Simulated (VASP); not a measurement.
Runs of VASP 6.6.1 on La. The structure is that of space group Fm-3m (No. 225), or close to it. The cells are those of the table. This isn't the form of La at room conditions, which is double hcp.

```csv
task,cell,k mesh,cutoff (eV),gap on the mesh (eV),pressure (GPa)
single point,"a = 3.636 Å, angles 60.0°, 1 atom",17 × 17 × 17,520,none,-0.1
single point,"a = 3.537 Å, angles 60.0°, 1 atom",12 × 12 × 12,520,none,2.5
relaxation of cell and atoms,"relaxed from a = 3.754 Å, angles 60.0°, 1 atom",10 × 10 × 10,600,none,0.0
single point,"a = 3.636 Å, angles 60.0°, 1 atom",12 × 12 × 12,520,none,-0.1
single point,"a = 3.484 Å, angles 60.0°, 1 atom",12 × 12 × 12,520,none,(a)
```

Alike in all rows: level PBEsol; potentials or basis VASP PAW PBE potentials, release 64 (La); no spin polarisation; smearing fermi-dirac 0.1 eV.

Question: Fill in the values left out.

Answer: (a) 4.2.

Caveats: the PAW data sets were made with another functional, which shifts forces and pressure a little; spin-orbit coupling is left out, which moves the levels of the heavy elements; the cell stands under pressure (at least some runs).

A k mesh can miss the band edges, and the runs leave out spin-orbit coupling on La.

A gap of «none» marks levels without a gap at the run's occupations.
